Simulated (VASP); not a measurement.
# Ba (I4/mmm) in VASP: further runs, part 2 of 2

VASP 6.6.1. Earlier steps stand in the parts before.

## (3) Single point, PBEsol (strain -0.050 along x and y, +0.025 along z)

The input, INCAR:

```
SYSTEM = Ba
PREC = Accurate
ENCUT = 520
EDIFF = 1E-6
ISMEAR = 0
SIGMA = 0.15
LREAL = .FALSE.
LASPH = .TRUE.
NELM = 100
ALGO = Fast
ISIF = 2
LWAVE = .FALSE.
LCHARG = .FALSE.
GGA = PS
NBANDS = 11
```

The input, KPOINTS:

```
Automatic mesh
0
G
  14 14 14
  0 0 0
```

The input, POSCAR:

```
Ba
1.0
   -2.3750000000      2.3750000000      2.5625000000
    2.3750000000     -2.3750000000      2.5625000000
    2.3750000000      2.3750000000     -2.5625000000
Ba
1
Direct
    0.0000000000      0.0000000000      0.0000000000
```

Potentials or basis: VASP PAW PBE potentials, release 64 (Ba_sv).

Command:

```bash
$ cat potpaw_PBE.64/Ba_sv/POTCAR > POTCAR
$ mpirun -np 1 vasp_std > vasp.out
```

OUTCAR:

```text
SYSTEM = Ba
   PREC = Accurate
   ENCUT = 520
   EDIFF = 1E-6
   ISMEAR = 0
   LREAL = .FALSE.
   LASPH = .TRUE.
   NELM = 100
   ISIF = 2
   GGA = PS

 ion  position               nearest neighbor table
   1  0.000  0.000  0.000-

  LATTYP: Found a body centered tetragonal cell.
 ALAT       =     4.7500000000
 C/A-ratio  =     1.0789473684

  Lattice vectors:

 A1 = (  -2.3750000000,   2.3750000000,   2.5625000000)
 A2 = (   2.3750000000,  -2.3750000000,   2.5625000000)
 A3 = (   2.3750000000,   2.3750000000,  -2.5625000000)

Analysis of symmetry for initial positions (statically):
=====================================================================
 Subroutine PRICEL returns:
 Original cell was already a primitive cell.

 Routine SETGRP: Setting up the symmetry group for a
 body centered tetragonal supercell.

 Subroutine GETGRP returns: Found 16 space group operations
 (whereof 16 operations were pure point group operations)
 out of a pool of 16 trial point group operations.

The static configuration has the point symmetry D_4h.

Analysis of symmetry for dynamics (positions and initial velocities):
=====================================================================
 Subroutine PRICEL returns:
 Original cell was already a primitive cell.

 Routine SETGRP: Setting up the symmetry group for a
 body centered tetragonal supercell.

 Subroutine GETGRP returns: Found 16 space group operations
 (whereof 16 operations were pure point group operations)
 out of a pool of 16 trial point group operations.

The dynamic configuration has the point symmetry D_4h.

 Subroutine INISYM returns: Found 16 space group operations
 (whereof 16 operations are pure point group operations),
 and found     1 'primitive' translations

----------------------------------------------------------------------------------------

                                     Primitive cell

  volume of cell :      57.8164

  direct lattice vectors                    reciprocal lattice vectors
[... 114 lines left out ...]
   LEPSILON=     F    determine dielectric tensor
   LRPA    =     F    only Hartree local field effects (RPA)
 non-spin polarized calculation
 RMM-DIIS sequential band-by-band and
 Gauss-broadening in eV      SIGMA  =   0.15
  energy-cutoff  :      520.00
  volume of cell :       57.82
 maximum number of plane-waves:      1576
   NGX = 15   NGY = 15   NGZ = 15

 number of electron      10.0000000 magnetization

 number of electron       9.9999999 magnetization

 Free energy of the ion-electron system (eV)
  ---------------------------------------------------
  ext. energy  EPLUGINS =         0.00000000
  ---------------------------------------------------
  free energy    TOTEN  =        -2.15212406 eV

  energy without entropy =       -2.13857713  energy(sigma->0) =       -2.14535060

 E-fermi :   1.8237     XC(G=0):  -7.7909

 val. band max:        1.8059571576   @ k =  -0.2857   0.4286   0.2857
 cond. band min:       1.8386366262   @ k =   0.4286   0.2143   0.1429
 fundamental gap:      0.0326794686
 Fermi energy:         1.8236548832

 k-point     1 :       0.0000    0.0000    0.0000
  band No.  band energies     occupation
      1     -26.8913      2.00000
      2     -11.7664      2.00000
      3     -11.7649      2.00000
      4     -11.7649      2.00000
      5      -0.9810      2.00000
      6       3.5986      0.00000
      7       3.5986      0.00000
      8       4.0783      0.00000
      9       4.9167      0.00000
     10       5.6142      0.00000
     11       8.6371      0.00000
[... 309 lines left out ...]
 k-point    24 :       0.2857    0.1429   -0.0000
  band No.  band energies     occupation
      1     -26.8372      2.00000
      2     -12.2552      2.00000
      3     -11.9468      2.00000
      4     -11.7973      2.00000
      5       0.9520      2.00000
      6       2.6055      0.00000
      7       2.8586      0.00000
      8       4.9459      0.00000
      9       5.4740      0.00000
     10       6.6748      0.00000
     11       8.6422      0.00000

 [... further k-points ...]

------------------------ aborting loop because EDIFF is reached ----------------------------------------

  FORCE on cell =-STRESS in cart. coord.  units (eV):
  Direction    XX          YY          ZZ          XY          YZ          ZX
  --------------------------------------------------------------------------------------
  -------------------------------------------------------------------------------------
  Total        0.0904646      0.0904646     -0.0253696      0.0000000      0.0000000      0.0000000
  in kB        2.5069062      2.5069062     -0.7030293      0.0000000      0.0000000      0.0000000
  external PRESSURE =       1.4369277 kB  Pullay stress =       0.0000000 kB

 VOLUME and BASIS-vectors are now :
 -----------------------------------------------------------------------------
  energy-cutoff  :      520.00
  volume of cell :       57.82
      direct lattice vectors                 reciprocal lattice vectors
    -2.375000000  2.375000000  2.562500000     0.000000000  0.210526316  0.195121951
     2.375000000 -2.375000000  2.562500000     0.210526316  0.000000000  0.195121951
     2.375000000  2.375000000 -2.562500000     0.210526316  0.210526316  0.000000000

 POSITION                                       TOTAL-FORCE (eV/Angst)
 -----------------------------------------------------------------------------------
      0.00000      0.00000      0.00000         0.000000      0.000000     -0.000000
 -----------------------------------------------------------------------------------
    total drift:                                0.000000      0.000000     -0.000000

  FREE ENERGIE OF THE ION-ELECTRON SYSTEM (eV)
  ---------------------------------------------------
  free  energy   TOTEN  =        -2.1521240618 eV

  energy  without entropy=       -2.1385771335  energy(sigma->0) =       -2.14535060
```

OSZICAR:

```text
N       E                     dE             d eps       ncg     rms          rms(c)
DAV:   1     0.539331253292E+02    0.53933E+02   -0.42694E+03  5368   0.753E+02
DAV:   2     0.459772997298E+00   -0.53473E+02   -0.51965E+02  6433   0.138E+02
DAV:   3    -0.207764851365E+01   -0.25374E+01   -0.25164E+01  6798   0.308E+01
DAV:   4    -0.215324778141E+01   -0.75599E-01   -0.75395E-01  6969   0.498E+00
DAV:   5    -0.215573243357E+01   -0.24847E-02   -0.24837E-02  7109   0.695E-01    0.178E+00
RMM:   6    -0.215323546294E+01    0.24970E-02   -0.35012E-03  5888   0.570E-01    0.106E+00
RMM:   7    -0.215182030094E+01    0.14152E-02   -0.87045E-03  6700   0.885E-01    0.399E-02
RMM:   8    -0.215209630359E+01   -0.27600E-03   -0.17362E-03  7893   0.207E-01    0.208E-02
RMM:   9    -0.215212025101E+01   -0.23947E-04   -0.16499E-04  8029   0.591E-02    0.158E-02
RMM:  10    -0.215212371735E+01   -0.34663E-05   -0.24261E-05  8117   0.276E-02    0.313E-03
RMM:  11    -0.215212406177E+01   -0.34442E-06   -0.46394E-06  6321   0.993E-03
   1 F= -.21521241E+01 E0= -.21453506E+01  d E =-.135469E-01
```

Run time: 63 s. Hardware: 1 thread of Intel Xeon Platinum 8259CL at 2.50GHz (Skylake/Cascade Lake), shared host; peak memory 0.29 GiB.

What came out:

```
Free energy            : -2.1521 eV
Pressure               : 0.1 GPa
Band gap on the k mesh : zero (bands 5 and 6 overlap by 1.04 eV)
```

Caveat: the cell differs from its parent crystal (strain -0.050 along x and y, +0.025 along z); the PAW data sets were made with another functional, which shifts forces and pressure a little; spin-orbit coupling is left out, which moves the levels of the heavy elements.

## (4) Single point, PBEsol (strain -0.050 along x and y, +0.050 along z)

The input, INCAR:

```
PREC = Accurate
ENCUT = 520
EDIFF = 1E-6
ISMEAR = 0
SIGMA = 0.15
LREAL = F
LASPH = T
NELM = 100
ALGO = Fast
ISIF = 2
LWAVE = F
LCHARG = T
GGA = PS
LELF = T
LVHAR = T
NBANDS = 11
```

The input, KPOINTS:

```
Automatic mesh
0
Gamma
  14 14 14
```

The input, POSCAR:

```
Ba
1.0
   -2.3750000000      2.3750000000      2.6250000000
    2.3750000000     -2.3750000000      2.6250000000
    2.3750000000      2.3750000000     -2.6250000000
Ba
1
Direct
    0.0000000000      0.0000000000      0.0000000000
```

Command:

```bash
$ cat potpaw_PBE.64/Ba_sv/POTCAR > POTCAR
$ mpirun -np 1 vasp_std > vasp.out
```

Run time: 70 s. Hardware: 1 thread of Intel Xeon Platinum 8259CL at 2.50GHz (Skylake/Cascade Lake), shared host; peak memory 0.29 GiB.

It converged, with:

| Quantity | Value |
| --- | --- |
| Free energy | -2.1505 eV |
| Pressure | -0.1 GPa |
| Band gap on the k mesh | zero (bands 5 and 6 overlap by 0.92 eV) |

Stress tensor (GPa, compression positive):
```
 0.05  0.00  0.00
 0.00  0.05  0.00
 0.00  0.00 -0.30
```

Levels at points of the mesh, in eV from the Fermi level:
```
           k point  band 2  band 3  band 4  band 5  band 6  band 7  band 8  band 9
(0.00, 0.00, 0.00)  -13.65  -13.65  -13.65   -2.80    1.72    1.72    2.33    2.92
(0.50, 0.00, 0.00)  -14.22  -13.81  -13.65   -0.96    0.90    1.36    2.88    4.11
(0.50, 0.50, 0.00)  -14.21  -13.86  -13.69   -0.92    0.27    1.69    3.96    4.33
(0.50, 0.50, 0.50)  -14.11  -14.00  -14.00   -0.72   -0.53    3.92    4.91    5.02
```

Caveat: the cell differs from its parent crystal (strain -0.050 along x and y, +0.050 along z); the PAW data sets were made with another functional, which shifts forces and pressure a little; spin-orbit coupling is left out, which moves the levels of the heavy elements.

## (5) Single point, PBEsol (strain +0.000 along x and y, -0.050 along z)

The input, INCAR:

```
  PREC = Accurate
  ENCUT = 520
  EDIFF = 1E-7
  ISMEAR = 0
  SIGMA = 0.15
  LREAL = False
  LASPH = True
  NELM = 100
  ALGO = Fast
  ISIF = 2
  LWAVE = False
  LCHARG = False
  GGA = PS
  NBANDS = 11
```

KPOINTS is that of step 4.

The input, POSCAR:

```
Ba
1.0
   -2.5000000000      2.5000000000      2.3750000000
    2.5000000000     -2.5000000000      2.3750000000
    2.5000000000      2.5000000000     -2.3750000000
Ba
1
Direct
    0.0000000000      0.0000000000      0.0000000000
```

Command:

```bash
$ cat potpaw_PBE.64/Ba_sv/POTCAR > POTCAR
$ mpirun -np 1 vasp_std > vasp.out
```

Run time: 71 s. Hardware: 1 thread of Intel Xeon Platinum 8259CL at 2.50GHz (Skylake/Cascade Lake), shared host; peak memory 0.29 GiB.

The run converged. Its results:

- Free energy: -2.1536 eV
- Pressure: -0.1 GPa
- Band gap on the k mesh: zero (bands 5 and 6 overlap by 1.07 eV)

Stress tensor (GPa, compression positive):
```
-0.22  0.00  0.00
 0.00 -0.22  0.00
 0.00  0.00  0.09
```

Levels at points of the mesh, in eV from the Fermi level:
```
           k point  band 1  band 2  band 3  band 4  band 5  band 6  band 7  band 8  band 9  band 10
(0.00, 0.00, 0.00)  -28.75  -13.65  -13.65  -13.65   -2.79    1.67    2.01    2.01    3.14     3.64
(0.50, 0.00, 0.00)  -28.70  -14.21  -13.83  -13.66   -0.93    0.56    1.52    3.44    4.19     5.58
(0.50, 0.50, 0.00)  -28.70  -14.21  -13.81  -13.64   -0.96    0.91    1.34    3.08    3.84     5.51
(0.50, 0.50, 0.50)  -28.66  -14.05  -14.05  -14.00   -0.66   -0.58    4.45    4.45    4.99     5.02
```

Caveat: the cell differs from its parent crystal (strain +0.000 along x and y, -0.050 along z); the PAW data sets were made with another functional, which shifts forces and pressure a little; spin-orbit coupling is left out, which moves the levels of the heavy elements.

## (6) Overview

```tsv
cell	further INCAR settings	gap on the mesh (eV)	pressure (GPa)
a = 4.187 Å, angles 110.9, 110.9, 106.7°, 1 atom	ALGO = Fast; EDIFF = 1e-06; NBANDS = 11	none	0.4
a = 4.225 Å, angles 111.6, 111.6, 105.3°, 1 atom	ALGO = Fast; EDIFF = 1e-06; NBANDS = 11	none	0.1
a = 4.263 Å, angles 112.3, 112.3, 104.0°, 1 atom	ALGO = Fast; EDIFF = 1e-06; NBANDS = 11	none	-0.1
a = 4.259 Å, angles 108.1, 108.1, 112.2°, 1 atom	ALGO = Fast; EDIFF = 1e-07; NBANDS = 11	none	-0.1
```

Alike in all rows: task single point; level PBEsol; potentials or basis VASP PAW PBE potentials, release 64 (Ba_sv); no spin polarisation; k mesh 14 × 14 × 14; cutoff (eV) 520; smearing gaussian 0.15 eV.

Caveats: the PAW data sets were made with another functional, which shifts forces and pressure a little; spin-orbit coupling is left out, which moves the levels of the heavy elements.

Absolute energies hang on the potentials; compare differences alone.

The gap in the log of VASP goes by the Fermi energy; the results here count the filled bands.